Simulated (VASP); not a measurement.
# MgH2 (P4_2/mnm) in VASP: settings compared

Aim: see how the results for MgH2 move with the level of theory and the settings. Levels: HSE06, PBE0. Tasks: single point.

Program: VASP 6.6.1. These are calculated values, not measurements. Logs are shortened: lines on timing, memory, paths and dates and some standing lists are left out, and cuts for length are marked.

### 1 The cell of the first run

It takes space group P4_2/mnm (No. 136, tetragonal). The conventional cell has a = 4.485 Å, b = 4.485 Å, c = 2.996 Å, α = 90.00°, β = 90.00°, γ = 90.00°. Within 2.6 Å of Mg (site symmetry mmm) lie 6 H at 1.93 to 1.94 Å. Within 2.6 Å of H (site symmetry m2m) lie 3 Mg at 1.93 to 1.94 Å and 1 H at 2.48 Å.

### 2 Single point, HSE06

POSCAR

```
MgH2
1.0
    4.4848772627      0.0000000000      0.0000000000
    0.0000000000      4.4848772627      0.0000000000
    0.0000000000      0.0000000000      2.9964754819
Mg H
2 4
Direct
    0.0000000000      0.0000000000      0.0000000000
    0.5000000000      0.5000000000      0.5000000000
    0.3046815063      0.3046815063      0.0000000000
    0.1953184937      0.8046815063      0.5000000000
    0.8046815063      0.1953184937      0.5000000000
    0.6953184937      0.6953184937      0.0000000000
```

INCAR.step1

```
SYSTEM = MgH2
PREC     = Accurate       ! precision mode
ENCUT    = 520            ! plane-wave cutoff, eV
EDIFF    = 1E-5           ! SCF threshold, eV
ISMEAR   = 0              ! smearing method
SIGMA    = 0.01           ! smearing width, eV
LREAL    = .FALSE.        ! projectors in reciprocal space
LASPH    = .TRUE.         ! aspherical terms in the spheres
NELM     = 100            ! most SCF steps
ALGO     = Normal         ! electronic algorithm
ISIF     = 2              ! what is computed and relaxed
LWAVE    = .TRUE.         ! write WAVECAR
LCHARG   = .FALSE.        ! write CHGCAR
NBANDS   = 13             ! bands
GGA      = PE             ! functional
```

INCAR.step2

```
SYSTEM = MgH2
PREC     = Accurate       ! precision mode
ENCUT    = 520            ! plane-wave cutoff, eV
EDIFF    = 1E-6           ! SCF threshold, eV
ISMEAR   = 0              ! smearing method
SIGMA    = 0.01           ! smearing width, eV
LREAL    = .FALSE.        ! projectors in reciprocal space
LASPH    = .TRUE.         ! aspherical terms in the spheres
NELM     = 100            ! most SCF steps
ALGO     = Normal         ! electronic algorithm
ISIF     = 2              ! what is computed and relaxed
LWAVE    = .FALSE.        ! write WAVECAR
LCHARG   = .FALSE.        ! write CHGCAR
GGA      = PE             ! functional
LHFCALC  = .TRUE.         ! exact exchange
HFSCREEN = 0.2079         ! screening, 1/A
PRECFOCK = Fast         
NBANDS   = 13             ! bands
ISTART   = 1
```

KPOINTS

```
regular mesh
0
G
  4 4 6
  0 0 0
```

Potentials or basis: VASP PAW PBE potentials, release 64 (Mg, H).

Command:

```sh
$ cat potpaw_PBE.64/Mg/POTCAR potpaw_PBE.64/H/POTCAR > POTCAR
$ cp INCAR.step1 INCAR
$ mpirun -np 1 vasp_std > vasp.out
$ cp INCAR.step2 INCAR
$ mpirun -np 1 vasp_std > vasp.out
```

OUTCAR:

```text
SYSTEM = MgH2
   PREC = Accurate
   ENCUT = 520
   EDIFF = 1E-6
   ISMEAR = 0
   LREAL = .FALSE.
   LASPH = .TRUE.
   NELM = 100
   ISIF = 2
   GGA = PE
   LHFCALC = .TRUE.
   HFSCREEN = 0.2079
   PRECFOCK = Fast
   ISTART = 1

 ion  position               nearest neighbor table
   1  0.000  0.000  0.000-   3 1.93   6 1.93   5 1.94   4 1.94   4 1.94   5 1.94   2 3.51   2 3.51
                             2 3.51   2 3.51   2 3.51   2 3.51   2 3.51   2 3.51
   2  0.500  0.500  0.500-   4 1.93   5 1.93   3 1.94   6 1.94   3 1.94   6 1.94   1 3.51   1 3.51
                             1 3.51   1 3.51   1 3.51   1 3.51   1 3.51   1 3.51
   3  0.305  0.305  0.000-   1 1.93   2 1.94   2 1.94
   4  0.195  0.805  0.500-   2 1.93   1 1.94   1 1.94
   5  0.805  0.195  0.500-   2 1.93   1 1.94   1 1.94
   6  0.695  0.695  0.000-   1 1.93   2 1.94   2 1.94

  LATTYP: Found a simple tetragonal cell.
 ALAT       =     4.4848772627
 C/A-ratio  =     0.6681287595

  Lattice vectors:

 A1 = (   4.4848772627,   0.0000000000,   0.0000000000)
 A2 = (   0.0000000000,   4.4848772627,   0.0000000000)
 A3 = (   0.0000000000,   0.0000000000,   2.9964754819)

Analysis of symmetry for initial positions (statically):
=====================================================================
 Subroutine PRICEL returns:
 Original cell was already a primitive cell.

 Routine SETGRP: Setting up the symmetry group for a
 simple tetragonal supercell.

 Subroutine GETGRP returns: Found 16 space group operations
 (whereof  8 operations were pure point group operations)
 out of a pool of 16 trial point group operations.

The static configuration has the point symmetry D_2h.
 The point group associated with its full space group is D_4h.

Analysis of symmetry for dynamics (positions and initial velocities):
=====================================================================
 Subroutine PRICEL returns:
 Original cell was already a primitive cell.

 Routine SETGRP: Setting up the symmetry group for a
 simple tetragonal supercell.

 Subroutine GETGRP returns: Found 16 space group operations
 (whereof  8 operations were pure point group operations)
 out of a pool of 16 trial point group operations.

The dynamic configuration has the point symmetry D_2h.
 The point group associated with its full space group is D_4h.

 Subroutine INISYM returns: Found 16 space group operations
 (whereof  8 operations are pure point group operations),
 and found     1 'primitive' translations

----------------------------------------------------------------------------------------

                                     Primitive cell

  volume of cell :      60.2715

  direct lattice vectors                    reciprocal lattice vectors
     4.484877263  0.000000000  0.000000000     0.222971542  0.000000000  0.000000000
     0.000000000  4.484877263  0.000000000     0.000000000  0.222971542  0.000000000
     0.000000000  0.000000000  2.996475482     0.000000000  0.000000000  0.333725407

  length of vectors
     4.484877263  4.484877263  2.996475482     0.222971542  0.222971542  0.333725407

  position of ions in fractional coordinates (direct lattice)
     0.000000000  0.000000000  0.000000000
     0.500000000  0.500000000  0.500000000
     0.304681506  0.304681506  0.000000000
     0.195318494  0.804681506  0.500000000
     0.804681506  0.195318494  0.500000000
     0.695318494  0.695318494  0.000000000

  ion indices of the primitive-cell ions
   primitive index   ion index
                 1           1
                 2           2
                 3           3
                 4           4
                 5           5
                 6           6

----------------------------------------------------------------------------------------

 KPOINTS: regular mesh

Automatic generation of k-mesh.
 Grid dimensions read from file:
 generate k-points for:    4    4    6

 Generating k-lattice:

  Cartesian coordinates                     Fractional coordinates (reciprocal lattice)
     0.055742886  0.000000000  0.000000000     0.250000000  0.000000000  0.000000000
     0.000000000  0.055742886  0.000000000     0.000000000  0.250000000  0.000000000
     0.000000000  0.000000000  0.055620901     0.000000000  0.000000000  0.166666667

  Length of vectors
     0.055742886  0.055742886  0.055620901

  Shift w.r.t. Gamma in fractional coordinates (k-lattice)
     0.000000000  0.000000000  0.000000000

 Subroutine IBZKPT returns following result:
 ===========================================

 Found     24 irreducible k-points:

 Following reciprocal coordinates:
            Coordinates               Weight
  0.000000  0.000000  0.000000      1.000000
  0.250000  0.000000  0.000000      4.000000
  0.500000  0.000000  0.000000      2.000000
  0.250000  0.250000  0.000000      4.000000
  0.500000  0.250000  0.000000      4.000000
  0.500000  0.500000  0.000000      1.000000
[... 16 lines left out ...]
  0.500000  0.250000  0.500000      4.000000
  0.500000  0.500000  0.500000      1.000000
   k-points           NKPTS =     24   k-points in BZ     NKDIM =     96   number of bands    NBANDS=     13
   number of dos      NEDOS =    301   number of ions     NIONS =      6
   total plane-waves  NPLWV =  31104
   dimension x,y,z NGX =    36 NGY =   36 NGZ =   24
   dimension x,y,z NGXF=    72 NGYF=   72 NGZF=   48
   ions per type =               2   4
   NGX,Y,Z   is equivalent  to a cutoff of  13.34, 13.34, 13.32 a.u.
   NGXF,Y,Z  is equivalent  to a cutoff of  26.69, 26.69, 26.63 a.u.
 SYSTEM =  MgH2
   PREC   = accura    normal or accurate (medium, high low for compatibility)
   ISTART =      1    job   : 0-new  1-cont  2-samecut
   ICHARG =      0    charge: 1-file 2-atom 10-const
   ISPIN  =      1    spin polarized calculation?
   LNONCOLLINEAR =      F non collinear calculations
   LSORBIT =      F    spin-orbit coupling
   LASPH  =      T    aspherical Exc in radial PAW
   ENCUT  =  520.0 eV  38.22 Ry    6.18 a.u.   8.34  8.34  5.57*2*pi/ulx,y,z
   NELM   =    100;   NELMIN=  2; NELMDL=  0     # of ELM steps
   EDIFF  = 0.1E-05   stopping-criterion for ELM
   LREAL  =      F    real-space projection
   EDIFFG = 0.1E-04   stopping-criterion for IOM
   NSW    =      0    number of steps for IOM
   IBRION =     -1    ionic relax: 0-MD 1-quasi-New 2-CG
   NFREE  =      0    steps in history (QN), initial steepest desc. (CG)
   ISIF   =      2    stress and relaxation
   ISYM   =      3    0-nonsym 1-usesym 2-fastsym
   POTIM  = 0.5000    time-step for ionic-motion
   TEBEG  =    0.0;   TEEND  =   0.0 temperature during run
   PSTRESS=    0.0 pullay stress
   NELECT =       8.0000    total number of electrons
   NUPDOWN=      -1.0000    fix difference up-down
   EMIN   =  10.00;   EMAX   =-10.00  energy-range for DOS
   EFERMI =   0.00;   METHOD = LEGACY
   ISMEAR =     0;   SIGMA  =   0.01  broadening in eV -4-tet -1-fermi 0-gaus
   EFERMI_NEDOS =   21; number of points for ismear=-14 and -15
   IALGO  =     38    algorithm
   IMIX   =      1    mixing-type and parameters
     AMIX     =   0.40;   BMIX     =  1.00
     AMIX_MAG =   1.60;   BMIX_MAG =  1.00
  volume/ion in A,a.u.               =      10.05        67.79
  Fermi-wavevector in a.u.,A,eV,Ry     =   0.835092  1.578095  9.488408  0.697378
  Thomas-Fermi vector in A             =   1.948592
   LORBIT       =      0    0 simple, 1 ext, 2 COOP (PROOUT), +10 PAW based schemes
   GGA     = PE    functional components
   LHFCALC =     T    Hartree Fock is set to
   PRECFOCK=fast      Normal, Fast or Accurate (Low or Medium for compatibility)
   ENCUT4O =  -1.0   cutoff for four orbital integrals eV
   NKREDX  =     1    reduce k-point grid by
   NKREDY  =     1    reduce k-point grid by
   NKREDZ  =     1    reduce k-point grid by
   AEXX    =    0.2500 exact exchange contribution
   HFSCREEN=    0.2079 screening length (either q_TF or 0.3 A-1)
   HFSCREENC=   0.2079 screening length for correlation (either q_TF or 0.3 A-1)
   ENCUTFOCK=  -1.0 apply spherical cutoff to Coloumb kernel
   IVDW    =     0    specifies the selected vdW correction
   LEPSILON=     F    determine dielectric tensor
   LRPA    =     F    only Hartree local field effects (RPA)
 non-spin polarized calculation
 Gauss-broadening in eV      SIGMA  =   0.01
  energy-cutoff  :      520.00
  volume of cell :       60.27
 maximum number of plane-waves:      1648
 NGX is ok and might be reduce to    36
  NGX = 20; NGY = 20; NGZ = 14

 number of electron       8.0000002 magnetization

 Free energy of the ion-electron system (eV)
  ---------------------------------------------------
  ext. energy  EPLUGINS =         0.00000000
  ---------------------------------------------------
  free energy    TOTEN  =       -20.01556543 eV

  energy without entropy =      -20.01556543  energy(sigma->0) =      -20.01556543

 E-fermi :  -1.2116     XC(G=0):  -7.0959

 val. band max:       -1.3085116486   @ k =   0.2500   0.0000   0.0000
 cond. band min:       3.7336753465   @ k =   0.5000   0.5000   0.5000
 fundamental gap:      5.0421869951
 Fermi energy:        -1.2115878231

 k-point     1 :       0.0000    0.0000    0.0000
  band No.  band energies     occupation
      1      -8.4467      2.00000
      2      -2.8952      2.00000
      3      -2.8952      2.00000
      4      -1.7026      2.00000
      5       4.4623      0.00000
      6       4.9609      0.00000
      7       9.2735      0.00000
      8       9.2735      0.00000
      9      11.1196      0.00000
     10      11.5167      0.00000
     11      12.4577      0.00000
     12      15.5424      0.00000
     13      15.5424      0.00000

 k-point     2 :       0.2500    0.0000    0.0000
  band No.  band energies     occupation
      1      -7.9819      2.00000
      2      -4.5790      2.00000
      3      -2.5927      2.00000
      4      -1.3085      2.00000
      5       4.5634      0.00000
      6       6.3619      0.00000
      7       7.1313      0.00000
      8      10.3029      0.00000
      9      11.9221      0.00000
     10      13.3718      0.00000
     11      13.6642      0.00000
[... 339 lines left out ...]
 k-point    24 :       0.5000    0.5000    0.5000
  band No.  band energies     occupation
      1      -3.3748      2.00000
      2      -3.3748      2.00000
      3      -2.3354      2.00000
      4      -2.3354      2.00000
      5       3.7337      0.00000
      6       3.7337      0.00000
      7       3.9442      0.00000
      8       3.9442      0.00000
      9      13.3687      0.00000
     10      13.3687      0.00000
     11      14.7215      0.00000
     12      14.7215      0.00000
     13      16.6535      0.00000

------------------------ aborting loop because EDIFF is reached ----------------------------------------

  FORCE on cell =-STRESS in cart. coord.  units (eV):
  Direction    XX          YY          ZZ          XY          YZ          ZX
  --------------------------------------------------------------------------------------
  -------------------------------------------------------------------------------------
  Total       -0.0552851     -0.0552851     -0.0773710     -0.0000000      0.0000000      0.0000000
  in kB       -1.4696255     -1.4696255     -2.0567283     -0.0000000      0.0000000      0.0000000
  external PRESSURE =      -1.6653265 kB  Pullay stress =       0.0000000 kB

 VOLUME and BASIS-vectors are now :
 -----------------------------------------------------------------------------
  energy-cutoff  :      520.00
  volume of cell :       60.27
      direct lattice vectors                 reciprocal lattice vectors
     4.484877263  0.000000000  0.000000000     0.222971542  0.000000000  0.000000000
     0.000000000  4.484877263  0.000000000     0.000000000  0.222971542  0.000000000
     0.000000000  0.000000000  2.996475482     0.000000000  0.000000000  0.333725407

 POSITION                                       TOTAL-FORCE (eV/Angst)
 -----------------------------------------------------------------------------------
      0.00000      0.00000      0.00000        -0.000000      0.000000      0.000000
      2.24244      2.24244      1.49824        -0.000000      0.000000      0.000000
      1.36646      1.36646      0.00000        -0.005657     -0.005657      0.000000
      0.87598      3.60890      1.49824         0.005657     -0.005657     -0.000000
      3.60890      0.87598      1.49824        -0.005657      0.005657      0.000000
      3.11842      3.11842      0.00000         0.005657      0.005657     -0.000000
 -----------------------------------------------------------------------------------
    total drift:                               -0.000004     -0.000007      0.000002

  FREE ENERGIE OF THE ION-ELECTRON SYSTEM (eV)
  ---------------------------------------------------
  free  energy   TOTEN  =       -20.0155654270 eV

  energy  without entropy=      -20.0155654270  energy(sigma->0) =      -20.01556543
```

It took 3.5 min on 1 thread of Intel Xeon Platinum 8488C (Sapphire Rapids), shared host; peak memory 0.28 GiB.

Results:

```
Free energy            : -20.0156 eV
Pressure               : -0.2 GPa
Largest force          : 0.008 eV/Å
Band gap on the k mesh : 5.04 eV (least direct gap 5.87 eV)
```

Forces in eV/Å, atoms in the order of the input:
```
Mg   0.000  0.000  0.000
Mg   0.000  0.000  0.000
H   -0.006 -0.006  0.000
H    0.006 -0.006  0.000
H   -0.006  0.006  0.000
H    0.006  0.006  0.000
```

Caveat: the structure was generated, so it needn't be the stable form of MgH2; the PAW data sets were made with another functional, which shifts forces and pressure a little. A k mesh can miss the band edges.

(Part 1 of 2 ends here.)
